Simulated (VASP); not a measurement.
# CdS: single point with r2SCAN

Crystal: CdS.

```
Cd S
1.0
     0.00000    2.93921    2.93921
     2.93921    0.00000    2.93921
     2.93921    2.93921    0.00000
Cd S
1 1
Direct
  0.00000 0.00000 0.00000
  0.25000 0.25000 0.25000
```

```json
{
  "Program": "VASP 6.6.1",
  "Task": "single point",
  "Functional": "r2SCAN",
  "Potentials or basis": "VASP PAW PBE potentials, release 64 (Cd, S)",
  "Cutoff": "520 eV",
  "k mesh": "6 × 6 × 6",
  "Occupations": "fermi-dirac, width 0.02 eV",
  "Spin": "no spin polarisation"
}
```

```yaml
Pressure: 0.3 GPa
Band_gap_on_the_k_mesh: 1.54 eV, direct
```

Levels at points of the mesh, in eV from the valence-band top:
| k point | band 7 | band 8 | band 9 | band 10 | band 11 | band 12 |
| --- | --- | --- | --- | --- | --- | --- |
| (0.00, 0.00, 0.00) | 0.00 | 0.00 | 0.00 | 1.54 | 7.08 | 7.08 |
| (0.50, 0.00, 0.00) | -4.32 | -0.73 | -0.73 | 3.44 | 7.48 | 7.48 |
| (0.50, 0.50, 0.00) | -3.88 | -1.84 | -1.84 | 3.88 | 4.73 | 9.69 |

It took 51 s on 1 thread of Intel(R) Xeon(R) Platinum 8259CL CPU @ 2.50GHz (Skylake/Cascade Lake) (shared host), peak memory 0.18 GiB.

Caveat: the PAW data sets were made with another functional, which shifts forces and pressure a little. r2SCAN opens gaps a little over a GGA but as a rule still falls short of measured ones.
